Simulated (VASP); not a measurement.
The system is BaS.

```
Ba S
1.0
     0.00000    3.27674    3.27674
     3.27674    0.00000    3.27674
     3.27674    3.27674    0.00000
Ba S
1 1
Direct
  0.00000 0.00000 0.00000
  0.50000 0.50000 0.50000
```

```yaml
Program: VASP 6.6.1
Task: relaxation of cell and atoms
Functional: PBE
Potentials_or_basis: VASP PAW PBE potentials, release 64 (Ba_sv, S)
Cutoff: 600 eV
k_mesh: 7 × 7 × 7
Occupations: fermi-dirac, width 0.02 eV
Spin: no spin polarisation
```

At the start: pressure -1.7 GPa; volume 35.18 Å³/atom.

Where does the relaxation end?

Over 3 steps the energy falls by 8.3 meV/atom and the volume is 33.65 Å³/atom (-4.4 %); space group Fm-3m (No. 225, to 0.05 Å).

Step by step:
| step | energy change (eV) | largest force (eV/Å) | pressure (GPa) | volume (Å³) |
| --- | --- | --- | --- | --- |
| 1 | 0.0000 | 0.0000 | -1.67 | 70.36 |
| 2 | -0.0159 | 0.0000 | 0.38 | 66.70 |
| 3 | -0.0166 | 0.0000 | 0.00 | 67.30 |

Final structure:
```
CELL_PARAMETERS angstrom
0.00000 3.22840 3.22840
3.22840 0.00000 3.22840
3.22840 3.22840 0.00000
ATOMIC_POSITIONS crystal
Ba 0.00000 0.00000 0.00000
S 0.50000 0.50000 0.50000
```
